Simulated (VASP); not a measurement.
# Pt (I4/mmm) in VASP: a series of runs, part 2 of 2

VASP 6.6.1.

### Step 3. Single point, PBEsol (strain +0.0450 x Voigt [0, 0, 1, 0, 0, 0])

Contents of INCAR:

```
SYSTEM = Pt
ALGO = Fast
EDIFF = 1E-6
ENCUT = 520
GGA = PS
ISIF = 2
ISMEAR = 0
LASPH = .TRUE.
LCHARG = .FALSE.
LREAL = .FALSE.
LWAVE = .FALSE.
NBANDS = 11
NELM = 100
PREC = Accurate
SIGMA = 0.15
```

Contents of KPOINTS:

```
k-points
0
G
  26 26 26
  0 0 0
```

Contents of POSCAR:

```
Pt
1.0
   -1.5604706012      1.5604706012      1.6306917783
    1.5604706012     -1.5604706012      1.6306917783
    1.5604706012      1.5604706012     -1.6306917783
Pt
1
Direct
    0.0000000000      0.0000000000      0.0000000000
```

Potentials or basis: VASP PAW PBE potentials, release 64 (Pt).

The run is started by

```console
$ cat potpaw_PBE.64/Pt/POTCAR > POTCAR
$ mpirun -np 1 vasp_std > vasp.out
```

OUTCAR:

```text
SYSTEM = Pt
   EDIFF = 1E-6
   ENCUT = 520
   GGA = PS
   ISIF = 2
   ISMEAR = 0
   LASPH = .TRUE.
   LREAL = .FALSE.
   NELM = 100
   PREC = Accurate

 ion  position               nearest neighbor table
   1  0.000  0.000  0.000-

  LATTYP: Found a body centered tetragonal cell.
 ALAT       =     3.1209412024
 C/A-ratio  =     1.0450000000

  Lattice vectors:

 A1 = (  -1.5604706012,   1.5604706012,   1.6306917783)
 A2 = (   1.5604706012,  -1.5604706012,   1.6306917783)
 A3 = (   1.5604706012,   1.5604706012,  -1.6306917783)

Analysis of symmetry for initial positions (statically):
=====================================================================
 Subroutine PRICEL returns:
 Original cell was already a primitive cell.

 Routine SETGRP: Setting up the symmetry group for a
 body centered tetragonal supercell.

 Subroutine GETGRP returns: Found 16 space group operations
 (whereof 16 operations were pure point group operations)
 out of a pool of 16 trial point group operations.

The static configuration has the point symmetry D_4h.

[... 167 lines left out ...]
  band No.  band energies     occupation
      1       0.4151      2.00000
      2       6.3599      2.00000
      3       6.3599      2.00000
      4       6.7176      2.00000
      5       8.7099      2.00000
      6       9.1618      2.00000
      7      26.4882      0.00000
      8      27.2963      0.00000
      9      27.2963      0.00000
     10      36.0302      0.00000
     11      36.6386      0.00000
[... 309 lines left out ...]
 k-point    24 :       0.3846    0.0385    0.0000
  band No.  band energies     occupation
      1       3.4071      2.00000
      2       5.3086      2.00000
      3       8.1882      2.00000
      4       8.6884      2.00000
      5       9.3381      2.00000
      6      10.5427      0.00000
      7      18.0335      0.00000
      8      23.8262      0.00000
      9      26.8567      0.00000
     10      33.8543      0.00000
     11      33.9369      0.00000

 [... further k-points ...]

------------------------ aborting loop because EDIFF is reached ----------------------------------------

  FORCE on cell =-STRESS in cart. coord.  units (eV):
  Direction    XX          YY          ZZ          XY          YZ          ZX
  --------------------------------------------------------------------------------------
  -------------------------------------------------------------------------------------
  Total       -1.2243633     -1.2243633     -0.8814061      0.0000000     -0.0000000      0.0000000
  in kB     -123.5030937   -123.5030937    -88.9085594      0.0000000     -0.0000000      0.0000000
  external PRESSURE =    -111.9715823 kB  Pullay stress =       0.0000000 kB

 VOLUME and BASIS-vectors are now :
 -----------------------------------------------------------------------------
  energy-cutoff  :      520.00
  volume of cell :       15.88
      direct lattice vectors                 reciprocal lattice vectors
    -1.560470601  1.560470601  1.630691778     0.000000000  0.320416161  0.306618336
     1.560470601 -1.560470601  1.630691778     0.320416161  0.000000000  0.306618336
     1.560470601  1.560470601 -1.630691778     0.320416161  0.320416161  0.000000000

 POSITION                                       TOTAL-FORCE (eV/Angst)
 -----------------------------------------------------------------------------------
      0.00000      0.00000      0.00000        -0.000000     -0.000000      0.000000
 -----------------------------------------------------------------------------------
    total drift:                                0.000000     -0.000000      0.000000

  FREE ENERGIE OF THE ION-ELECTRON SYSTEM (eV)
  ---------------------------------------------------
  free  energy   TOTEN  =        -6.8387361658 eV

  energy  without entropy=       -6.8280737508  energy(sigma->0) =       -6.83340496
```

stdout:

```text
POSCAR found type information on POSCAR Pt
 POSCAR found :  1 types and       1 ions
 scaLAPACK will be used
 -----------------------------------------------------------------------------
|                                                                             |
|                                                                             |
|     You enforced a specific xc type in the INCAR file but a different       |
|     I HOPE YOU KNOW WHAT YOU ARE DOING!                                     |
|                                                                             |
 -----------------------------------------------------------------------------

 LDA part: xc-table for (Slater+PW92), standard interpolation
 POSCAR, INCAR and KPOINTS ok, starting setup
 FFT: planning ... GRIDC
 FFT: planning ... GRID_SOFT
 FFT: planning ... GRID
 WAVECAR not read
 entering main loop
WARNING in EDDRMM: call to ZHEGV failed, returncode =   8  4     11
WARNING in EDDRMM: call to ZHEGV failed, returncode =   6  3     11
```

Run time: 4.3 min. Hardware: 1 thread of Intel Xeon Platinum 8259CL at 2.50GHz (Skylake/Cascade Lake), shared host; peak memory 0.33 GiB.

Results:

| Item | Value |
| --- | --- |
| Free energy | -6.8387 eV |
| Pressure | -11.2 GPa |
| Band gap on the k mesh | zero (bands 5 and 6 overlap by 2.14 eV) |

Caveat: the cell differs from its parent crystal (strain +0.0450 x Voigt [0, 0, 1, 0, 0, 0]); the cell stands under tension; the PAW data sets were made with another functional, which shifts forces and pressure a little; spin-orbit coupling is left out, which moves the levels of the heavy elements.

### Step 4. Single point, PBEsol (strain +0.0600 x Voigt [0, 0, 1, 0, 0, 0])

Contents of INCAR:

```
ALGO = Fast
EDIFF = 1E-7
ENCUT = 520
GGA = PS
ISIF = 2
ISMEAR = 0
LASPH = T
LCHARG = T
LELF = T
LREAL = F
LVHAR = T
LWAVE = F
NBANDS = 11
NELM = 80
PREC = Accurate
SIGMA = 0.15
```

Contents of KPOINTS:

```
k-points
0
Gamma
  26 26 26
```

Contents of POSCAR:

```
Pt
1.0
   -1.5604706012      1.5604706012      1.6540988373
    1.5604706012     -1.5604706012      1.6540988373
    1.5604706012      1.5604706012     -1.6540988373
Pt
1
Direct
    0.0000000000      0.0000000000      0.0000000000
```

The run is started by

```console
$ cat potpaw_PBE.64/Pt/POTCAR > POTCAR
$ mpirun -np 1 vasp_std > vasp.out
```

Run time: 4.5 min. Hardware: 1 thread of Intel Xeon Platinum 8259CL at 2.50GHz (Skylake/Cascade Lake), shared host; peak memory 0.35 GiB.

It converged, with:

```yaml
Free_energy: -6.8244 eV
Pressure: -14.2 GPa
Band_gap_on_the_k_mesh: zero (bands 5 and 6 overlap by 2.09 eV)
```

Stress tensor (GPa, compression positive):
```
-15.58   0.00   0.00
  0.00 -15.58   0.00
  0.00   0.00 -11.49
```

Levels at points of the mesh, in eV from the Fermi level:
| k point | band 1 | band 2 | band 3 | band 4 | band 5 | band 6 | band 7 | band 8 | band 9 | band 10 |
| --- | --- | --- | --- | --- | --- | --- | --- | --- | --- | --- |
| (0.00, 0.00, 0.00) | -9.39 | -3.54 | -3.54 | -3.08 | -1.29 | -0.72 | 16.39 | 17.44 | 17.44 | 25.45 |
| (0.50, 0.00, 0.00) | -6.46 | -4.61 | -1.48 | -0.62 | 0.13 | 0.92 | 5.92 | 13.44 | 16.08 | 23.20 |
| (0.50, 0.50, 0.00) | -6.39 | -5.11 | -0.76 | -0.48 | 0.49 | 1.04 | 6.41 | 12.77 | 14.71 | 23.22 |
| (0.50, 0.50, 0.50) | -5.94 | -5.89 | 0.38 | 0.53 | 0.53 | 6.42 | 8.13 | 8.13 | 12.25 | 18.21 |

Caveat: the cell differs from its parent crystal (strain +0.0600 x Voigt [0, 0, 1, 0, 0, 0]); the cell stands under tension; the PAW data sets were made with another functional, which shifts forces and pressure a little; spin-orbit coupling is left out, which moves the levels of the heavy elements.

### Step 5. Overview

| cell | further INCAR settings | gap on the mesh (eV) | pressure (GPa) |
| --- | --- | --- | --- |
| a = 2.716 Å, angles 109.9, 109.9, 108.7°, 1 atom | ALGO = Fast; EDIFF = 1e-06; NBANDS = 11 | none | -4.2 |
| a = 2.744 Å, angles 110.7, 110.7, 107.1°, 1 atom | ALGO = Fast; EDIFF = 1e-06; NBANDS = 11 | none | -11.2 |
| a = 2.758 Å, angles 111.1, 111.1, 106.3°, 1 atom | ALGO = Fast; EDIFF = 1e-07; NBANDS = 11 | none | -14.2 |

Alike in all rows: task single point; level PBEsol; potentials or basis VASP PAW PBE potentials, release 64 (Pt); no spin polarisation; k mesh 26 × 26 × 26; cutoff (eV) 520; smearing gaussian 0.15 eV.

Caveats: the cell stands under tension; the PAW data sets were made with another functional, which shifts forces and pressure a little; spin-orbit coupling is left out, which moves the levels of the heavy elements.

Absolute energies hang on the potentials; compare differences alone.
